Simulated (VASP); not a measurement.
Input of a VASP 6.6.1 run:

File INCAR:

```
SYSTEM = CdAu2S2
PREC     = Accurate       ! precision mode
ENCUT    = 520            ! plane-wave cutoff, eV
EDIFF    = 1E-7           ! SCF threshold, eV
ISMEAR   = 0              ! smearing method
SIGMA    = 0.1            ! smearing width, eV
LREAL    = .FALSE.        ! projectors in reciprocal space
LASPH    = .TRUE.         ! aspherical terms in the spheres
NELM     = 150            ! most SCF steps
ALGO     = Normal         ! electronic algorithm
ISIF     = 2              ! what is computed and relaxed
LWAVE    = .FALSE.        ! write WAVECAR
LCHARG   = .FALSE.        ! write CHGCAR
ISPIN    = 2              ! spin polarisation
MAGMOM   = 0 0 0 1 1      ! initial moments
LORBIT   = 11             ! projections on sites
LMAXMIX  = 4              ! l up to which the mixer works
GGA      = PE             ! functional
NBANDS   = 35             ! bands
```

The input KPOINTS:

```
Automatic mesh
0
G
  4 4 4
  0 0 0
```

POSCAR

```
CdAu2S2
1.0
    5.2905698549      0.0000000000      0.0000000000
    0.0000000000      5.2905698549      0.0000000000
    0.0000000000      0.0000000000      4.6555340838
Cd S Au
1 2 2
Direct
    0.0000000000      0.0000000000      0.5000000000
    0.0000000000      0.5000000000      0.5000000000
    0.5000000000      0.0000000000      0.5000000000
    0.0000000000      0.5000000000      0.0000000000
    0.5000000000      0.0000000000      0.0000000000
```

Potentials or basis: VASP PAW PBE potentials, release 64 (Cd, S, Au).

Launch:

```bash
$ cat potpaw_PBE.64/Cd/POTCAR potpaw_PBE.64/S/POTCAR potpaw_PBE.64/Au/POTCAR > POTCAR
$ mpirun -np 1 vasp_std > vasp.out
```

(1) Predict the band gap on the k mesh.

(2) Predict the net moment.

## Answers

(1) zero (filled and empty bands overlap).

(2) 0.00 μB per cell.

Caveat: spin-orbit coupling is left out, which moves the levels of the heavy elements.
